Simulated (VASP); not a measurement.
Write the native input for VASP 6.6.1 that does the following.

```yaml
Task: single point
Functional: PBEsol
Potentials_or_basis: VASP PAW PBE potentials, release 64 (Cd, O)
Cutoff: 600 eV
k_mesh: 6 × 6 × 4
Occupations: gaussian, width 0.1 eV
Spin: no spin polarisation
Dipole_correction: no
Further_INCAR_settings: ALGO = Normal; EDIFF = 1e-06; NBANDS = 26
```

The structure of CdO lies in POSCAR:

```
CdO
1.0
    3.3171413976      0.0000000000      0.0000000000
    0.0000000000      3.3171413976      0.0000000000
    0.0000000000      0.0000000000      4.6911463127
Cd O
2 2
Direct
    0.0000000000      0.0000000000      0.0000000000
    0.5000000000      0.5000000000      0.5000000000
    0.5000000000      0.5000000000      0.0000000000
    0.0000000000      1.0000000000      0.5000000000
```

These files were run (other wordings do the same):

INCAR

```
PREC = Accurate
ENCUT = 600
EDIFF = 1E-6
ISMEAR = 0
SIGMA = 0.1
LREAL = F
LASPH = T
NELM = 120
ALGO = Normal
ISIF = 2
LWAVE = F
LCHARG = T
GGA = PS
LELF = T
LVHAR = T
NBANDS = 26
GGA_COMPAT = F
```

KPOINTS

```
regular mesh
0
Gamma
  6 6 4
```

Potentials or basis: VASP PAW PBE potentials, release 64 (Cd, O).

The run is started by

```sh
$ cat potpaw_PBE.64/Cd/POTCAR potpaw_PBE.64/O/POTCAR > POTCAR
$ mpirun -np 1 vasp_std > vasp.out
```

Results of the run:

```yaml
Pressure: 1.3 GPa
Band_gap_on_the_k_mesh: zero (bands 18 and 19 overlap by 0.52 eV)
```

Caveat: semilocal functionals underestimate gaps, so a narrow gap can read as zero; the PAW data sets were made with another functional, which shifts forces and pressure a little.

Wall time 32 s on 1 thread of AMD EPYC 7R13 Processor (Zen 3) (shared host), peak memory 0.16 GiB.
